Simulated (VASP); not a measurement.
# CdS (F-43m) in VASP: a series of runs, part 2 of 2

VASP 6.6.1.

## Step 4: Single point, r2SCAN (volume scaled by 1.02)

The input, POSCAR:

```
CdS
1.0
    0.0000000000      2.9584169401      2.9584169401
    2.9584169401      0.0000000000      2.9584169401
    2.9584169401      2.9584169401      0.0000000000
Cd S
1 1
Direct
    0.0000000000      0.0000000000      0.0000000000
    0.7500000000      0.7500000000      0.7500000000
```

The input, INCAR.step1:

```
SYSTEM = CdS
PREC = Accurate
ENCUT = 520
ISMEAR = 0
SIGMA = 0.05
LREAL = .FALSE.
LASPH = .TRUE.
NELM = 60
NBANDS = 16
GGA = PE
ALGO = Normal
EDIFF = 1E-4
LWAVE = .TRUE.
LCHARG = .FALSE.
```

The input, INCAR.step2:

```
SYSTEM = CdS
PREC = Accurate
ENCUT = 520
EDIFF = 1E-7
ISMEAR = 0
SIGMA = 0.05
LREAL = .FALSE.
LASPH = .TRUE.
NELM = 60
ALGO = Normal
ISIF = 2
LWAVE = .FALSE.
LCHARG = .TRUE.
METAGGA = R2SCAN
LMIXTAU = .TRUE.
LELF = .TRUE.
LVHAR = .TRUE.
NBANDS = 16
ISTART = 1
```

The input, KPOINTS:

```
Automatic mesh
0
G
  8 8 8
  0 0 0
```

Potentials or basis: VASP PAW PBE potentials, release 64 (Cd, S).

Command:

```
> cat potpaw_PBE.64/Cd/POTCAR potpaw_PBE.64/S/POTCAR > POTCAR
> cp INCAR.step1 INCAR
> mpirun -np 1 vasp_std > vasp.out
> cp INCAR.step2 INCAR
> mpirun -np 1 vasp_std > vasp.out
```

OUTCAR:

```text
SYSTEM = CdS
   PREC = Accurate
   ENCUT = 520
   EDIFF = 1E-7
   ISMEAR = 0
   LREAL = .FALSE.
   LASPH = .TRUE.
   NELM = 60
   ISIF = 2
   METAGGA = R2SCAN
   ISTART = 1

 ion  position               nearest neighbor table
   1  0.000  0.000  0.000-   2 2.56   2 2.56   2 2.56   2 2.56
   2  0.750  0.750  0.750-   1 2.56   1 2.56   1 2.56   1 2.56

  LATTYP: Found a face centered cubic cell.
 ALAT       =     5.9168338802

  Lattice vectors:

 A1 = (   0.0000000000,   2.9584169401,   2.9584169401)
 A2 = (   2.9584169401,   0.0000000000,   2.9584169401)
 A3 = (   2.9584169401,   2.9584169401,   0.0000000000)

Analysis of symmetry for initial positions (statically):
=====================================================================
 Subroutine PRICEL returns:
 Original cell was already a primitive cell.

 Routine SETGRP: Setting up the symmetry group for a
 face centered cubic supercell.

 Subroutine GETGRP returns: Found 24 space group operations
 (whereof 24 operations were pure point group operations)
 out of a pool of 48 trial point group operations.

The static configuration has the point symmetry T_d .

Analysis of symmetry for dynamics (positions and initial velocities):
=====================================================================
 Subroutine PRICEL returns:
 Original cell was already a primitive cell.

 Routine SETGRP: Setting up the symmetry group for a
 face centered cubic supercell.

 Subroutine GETGRP returns: Found 24 space group operations
 (whereof 24 operations were pure point group operations)
 out of a pool of 48 trial point group operations.

The dynamic configuration has the point symmetry T_d .

 Subroutine INISYM returns: Found 24 space group operations
 (whereof 24 operations are pure point group operations),
 and found     1 'primitive' translations

----------------------------------------------------------------------------------------

[... 111 lines left out ...]
     AMIX     =   0.40;   BMIX     =  1.00
     AMIX_MAG =   1.60;   BMIX_MAG =  1.00
  volume/ion in A,a.u.               =      25.89       174.73
  Fermi-wavevector in a.u.,A,eV,Ry     =   1.151056  2.175180 18.026752  1.324929
  Thomas-Fermi vector in A             =   2.287716
   LORBIT       =      0    0 simple, 1 ext, 2 COOP (PROOUT), +10 PAW based schemes
   METAGGA = R2SCAN    functional components
   LHFCALC =     F    Hartree Fock is set to
   AEXX    =    0.0000 exact exchange contribution
   IVDW    =     0    specifies the selected vdW correction
   LEPSILON=     F    determine dielectric tensor
   LRPA    =     F    only Hartree local field effects (RPA)
 non-spin polarized calculation
 Gauss-broadening in eV      SIGMA  =   0.05
  energy-cutoff  :      520.00
  volume of cell :       51.79
 maximum number of plane-waves:      1411
   NGX = 15   NGY = 15   NGZ = 15

 number of electron      18.0000002 magnetization

 Free energy of the ion-electron system (eV)
  ---------------------------------------------------
  ext. energy  EPLUGINS =         0.00000000
  ---------------------------------------------------
  free energy    TOTEN  =       -29.68420249 eV

  energy without entropy =      -29.68420249  energy(sigma->0) =      -29.68420249

 E-fermi :   0.9876     XC(G=0):  -9.5233

 val. band max:        0.6913017755   @ k =   0.0000   0.0000   0.0000
 cond. band min:       2.1833937088   @ k =   0.0000   0.0000   0.0000
 fundamental gap:      1.4920919332
 Fermi energy:         0.9876342085

 k-point     1 :       0.0000    0.0000    0.0000
  band No.  band energies     occupation
      1     -11.9227      2.00000
      2      -7.1315      2.00000
      3      -7.1315      2.00000
      4      -7.1315      2.00000
      5      -6.6781      2.00000
      6      -6.6781      2.00000
[... 433 lines left out ...]
      3      -6.9412      2.00000
      4      -6.6995      2.00000
      5      -6.6536      2.00000
      6      -6.2259      2.00000
[... 8 lines left out ...]
     15      13.4474      0.00000
     16      14.3818      0.00000

 [... further k-points ...]

------------------------ aborting loop because EDIFF is reached ----------------------------------------

  FORCE on cell =-STRESS in cart. coord.  units (eV):
  Direction    XX          YY          ZZ          XY          YZ          ZX
  --------------------------------------------------------------------------------------
  -------------------------------------------------------------------------------------
  Total       -0.2826560     -0.2826560     -0.2826560     -0.0000000      0.0000000      0.0000000
  in kB       -8.7450164     -8.7450164     -8.7450164     -0.0000000      0.0000000      0.0000000
  external PRESSURE =      -8.7450164 kB  Pullay stress =       0.0000000 kB

 VOLUME and BASIS-vectors are now :
 -----------------------------------------------------------------------------
  energy-cutoff  :      520.00
  volume of cell :       51.79
      direct lattice vectors                 reciprocal lattice vectors
     0.000000000  2.958416940  2.958416940    -0.169009308  0.169009308  0.169009308
     2.958416940  0.000000000  2.958416940     0.169009308 -0.169009308  0.169009308
     2.958416940  2.958416940  0.000000000     0.169009308  0.169009308 -0.169009308

 POSITION                                       TOTAL-FORCE (eV/Angst)
 -----------------------------------------------------------------------------------
      0.00000      0.00000      0.00000         0.000000      0.000000      0.000000
      4.43763      4.43763      4.43763        -0.000000     -0.000000     -0.000000
 -----------------------------------------------------------------------------------
    total drift:                                0.000003      0.000003      0.000003

  FREE ENERGIE OF THE ION-ELECTRON SYSTEM (eV)
  ---------------------------------------------------
  free  energy   TOTEN  =       -29.6842024910 eV

  energy  without entropy=      -29.6842024910  energy(sigma->0) =      -29.68420249
```

OUTCAR.step1:

```text
SYSTEM = CdS
   PREC = Accurate
   ENCUT = 520
   ISMEAR = 0
   LREAL = .FALSE.
   LASPH = .TRUE.
[... 677 lines left out ...]
      0.00000      0.00000      0.00000         0.000000     -0.000000     -0.000000
      4.43763      4.43763      4.43763        -0.000000      0.000000      0.000000
 -----------------------------------------------------------------------------------
    total drift:                                0.000001      0.000001      0.000001

  FREE ENERGIE OF THE ION-ELECTRON SYSTEM (eV)
  ---------------------------------------------------
  free  energy   TOTEN  =        -6.1464609401 eV

  energy  without entropy=       -6.1464609401  energy(sigma->0) =       -6.14646094
```

OSZICAR.step1:

```text
N       E                     dE             d eps       ncg     rms          rms(c)
DAV:   1     0.112246439125E+03    0.11225E+03   -0.91226E+03   944   0.103E+03
DAV:   2    -0.234422628100E+01   -0.11459E+03   -0.10847E+03  1152   0.257E+02
DAV:   3    -0.667165959163E+01   -0.43274E+01   -0.43198E+01  1192   0.524E+01
DAV:   4    -0.669801148175E+01   -0.26352E-01   -0.26350E-01  1128   0.396E+00
DAV:   5    -0.669838133020E+01   -0.36985E-03   -0.36985E-03  1184   0.444E-01    0.740E+00
DAV:   6    -0.616392331488E+01    0.53446E+00   -0.86170E-01  1368   0.112E+01    0.605E+00
DAV:   7    -0.614607063379E+01    0.17853E-01   -0.18616E-01  1176   0.295E+00    0.301E+00
DAV:   8    -0.614627858785E+01   -0.20795E-03   -0.16407E-02  1080   0.158E+00    0.275E-01
DAV:   9    -0.614623107496E+01    0.47513E-04   -0.19068E-03  1128   0.617E-01    0.607E-02
DAV:  10    -0.614637319463E+01   -0.14212E-03   -0.24299E-04  1160   0.149E-01    0.711E-02
DAV:  11    -0.614646094011E+01   -0.87745E-04   -0.14405E-04  1016   0.900E-02
   1 F= -.61464609E+01 E0= -.61464609E+01  d E =-.759089E-13
```

Run time: 49 s. Hardware: 1 thread of Intel Xeon Platinum 8559C (Emerald Rapids), shared host; peak memory 0.19 GiB.

Results:

```yaml
Free_energy: -29.6842 eV
Pressure: -0.9 GPa
Band_gap_on_the_k_mesh: 1.49 eV, direct
```

Caveat: the PAW data sets were made with another functional, which shifts forces and pressure a little.

## Step 5: Overview

```csv
cell,gap on the mesh (eV),pressure (GPa)
"a = 4.128 Å, angles 60.0°, 2 atoms",1.59,1.6
"a = 4.156 Å, angles 60.0°, 2 atoms",1.54,0.3
"a = 4.184 Å, angles 60.0°, 2 atoms",1.49,-0.9
```

Alike in all rows: task single point; level r2SCAN; potentials or basis VASP PAW PBE potentials, release 64 (Cd, S); no spin polarisation; k mesh 8 × 8 × 8; cutoff (eV) 520; smearing gaussian 0.05 eV.

Caveats: the PAW data sets were made with another functional, which shifts forces and pressure a little.

Absolute energies hang on the potentials; compare differences alone.
